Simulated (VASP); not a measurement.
Here is a VASP 6.6.1 calculation.

INCAR

```
SYSTEM = BAs
PREC     = Accurate       ! precision mode
ENCUT    = 520            ! plane-wave cutoff, eV
EDIFF    = 1E-6           ! SCF threshold, eV
ISMEAR   = -1             ! smearing method
SIGMA    = 0.05           ! smearing width, eV
LREAL    = .False.        ! projectors in reciprocal space
LASPH    = .True.         ! aspherical terms in the spheres
NELM     = 80             ! most SCF steps
ALGO     = Normal         ! electronic algorithm
ISIF     = 2              ! what is computed and relaxed
LWAVE    = .False.        ! write WAVECAR
LCHARG   = .False.        ! write CHGCAR
GGA      = PE             ! functional
NBANDS   = 11             ! bands
```

KPOINTS

```
Automatic mesh
0
Gamma
  13 13 13
  0 0 0
```

Contents of POSCAR:

```
BAs
1.0
    0.0000000000      2.4199312360      2.4199312360
    2.4199312360      0.0000000000      2.4199312360
    2.4199312360      2.4199312360      0.0000000000
B As
1 1
Direct
    0.0000000000      0.0000000000      0.0000000000
    0.7500000000      0.7500000000      0.7500000000
```

Potentials or basis: VASP PAW PBE potentials, release 64 (B, As).

Run with:

```sh
$ cat potpaw_PBE.64/B/POTCAR potpaw_PBE.64/As/POTCAR > POTCAR
$ mpirun -np 1 vasp_std > vasp.out
```

Question: What does it give for the pressure?

Answer: -1.9 GPa.

Question: Estimate the band gap on the k mesh.

Answer: 1.22 eV, indirect (least direct gap 3.23 eV).

 A k mesh can miss the band edges.
